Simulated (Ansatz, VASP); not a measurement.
## One calculation of Sn, two programs

INCAR

```
ALGO = Fast
EDIFF = 1E-6
ENCUT = 520
GGA = PE
ISIF = 2
ISMEAR = 0
LASPH = T
LCHARG = F
LREAL = F
LWAVE = F
NBANDS = 21
NELM = 100
PREC = Accurate
SIGMA = 0.1
```

Contents of KPOINTS:

```
k-points
0
Gamma
  14 14 14
```

Contents of POSCAR:

```
Sn
1.0
   -2.9460207362      2.9460207362      1.7464377719
    2.9460207362     -2.9460207362      1.7464377719
    2.9460207362      2.9460207362     -1.7464377719
Sn
2
Direct
    0.7500000000      0.2500000000      0.5000000000
    0.0000000000      0.0000000000      0.0000000000
```

Input for Ansatz:

```yaml
crystal:
  lattice:
    - [-2.9460207362, 2.9460207362, 1.7464377719]
    - [2.9460207362, -2.9460207362, 1.7464377719]
    - [2.9460207362, 2.9460207362, -1.7464377719]
  atoms:
    - { symbol: Sn, position: [0.75, 0.25, 0.5] }
    - { symbol: Sn, position: [0.0, 0.0, 0.0] }
basis:
  ecutwfc: 420
kpoints:
  mp_grid: { grid: [14, 14, 14] }
hamiltonian:
  xc: pbe
scf:
  occupations: { method: gaussian, width: 0.1 }
output:
  forces: true
  stress: true
  eigenvalues: true
```

Alike in both runs: task single point; functional PBE; k mesh 14 × 14 × 14; occupations gaussian, width 0.1 eV; no spin polarisation.

|  | VASP | Ansatz |
| --- | --- | --- |
| version | VASP 6.6.1 | Ansatz 0.2.0 |
| potentials or method | VASP PAW PBE potentials, release 64 (Sn_d), cutoff 520 eV | scalar-relativistic, plane waves, PAW |
| valence electrons in the cell | 28 | 28 |

VASP gave:

```
gap on the k mesh at the Fermi level (eV)                     : none
pressure (GPa)                                                : -2.2
traceless stress, the component that is largest in VASP (GPa) : -1.71
```

Question: Which values does Ansatz return?

Answer: gap on the k mesh at the Fermi level (eV): none; pressure (GPa): -2.2; traceless stress, the component that is largest in VASP (GPa): -1.70.

A gap of «none» marks a metal or a gap that the smearing closes.
